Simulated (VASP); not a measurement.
Set up this calculation in VASP 6.6.1, as the native input.

- Task: electric field gradients
- Functional: PBEsol
- Potentials or basis: VASP PAW PBE potentials, release 64 (Cd, S)
- Cutoff: 400 eV
- k mesh: 3 × 3 × 3
- Occupations: gaussian, width 0.01 eV
- Spin: no spin polarisation
- Dipole correction: no
- Further INCAR settings: ALGO = Normal; EDIFF = 1e-08; NBANDS = 86

The structure of CdS lies in POSCAR:

```
CdS
1.0
   -6.2250000000      3.5940054257      6.7370000000
    6.2250000000     -3.5940054257      6.7370000000
    2.0750000000      3.5940054257     -6.7370000000
Cd S
8 8
Direct
    0.3333333334      0.1666666666      0.5000000000
    0.8333333334      0.6666666666      0.5000000000
    0.8333333334      0.1666666666      0.0000000000
    0.3333333334      0.6666666666      0.0000000000
    0.4166666666      0.5833333334      0.5000000000
    0.9166666666      0.0833333334      0.5000000000
    0.9166666666      0.5833333334      0.0000000000
    0.4166666666      0.0833333334      0.0000000000
    0.5208333334      0.3541666666      0.5000000000
    0.0208333334      0.8541666666      0.5000000000
    0.0208333334      0.3541666666      0.0000000000
    0.5208333334      0.8541666666      0.0000000000
    0.6041666666      0.7708333334      0.5000000000
    0.1041666666      0.2708333334      0.5000000000
    0.1041666666      0.7708333334      0.0000000000
    0.6041666666      0.2708333334      0.0000000000
```

One way to write it, as run:

INCAR

```
SYSTEM = CdS
  ALGO = Normal
  EDIFF = 1E-8
  ENCUT = 400
  GGA = PS
  GGA_COMPAT = .False.
  ISIF = 2
  ISMEAR = 0
  LASPH = .True.
  LCHARG = .False.
  LEFG = .True.
  LREAL = .False.
  LWAVE = .False.
  NBANDS = 86
  NELM = 120
  PREC = Accurate
  SIGMA = 0.01
```

KPOINTS

```
k-points
0
Gamma
  3 3 3
  0 0 0
```

Potentials or basis: VASP PAW PBE potentials, release 64 (Cd, S).

Launch:

```console
$ cat potpaw_PBE.64/Cd/POTCAR potpaw_PBE.64/S/POTCAR > POTCAR
$ mpirun -np 1 vasp_std > vasp.out
```

Results of the run:

```
Pressure                                : -1.0 GPa
Largest force                           : 0.066 eV/Å
Band gap on the k mesh                  : 1.06 eV
Largest electric field gradient by atom : Cd -4.0; S +1.2 V/Å²
```

Caveat: without QUAD_EFG the Cq values of the log hold for a quadrupole moment of 1 mb, not for the nuclei; the PAW data sets were made with another functional, which shifts forces and pressure a little.

Wall time 8.9 min on 1 thread of Oxide Virtual Turin-like Processor, with other jobs on the host, peak memory 0.53 GiB.
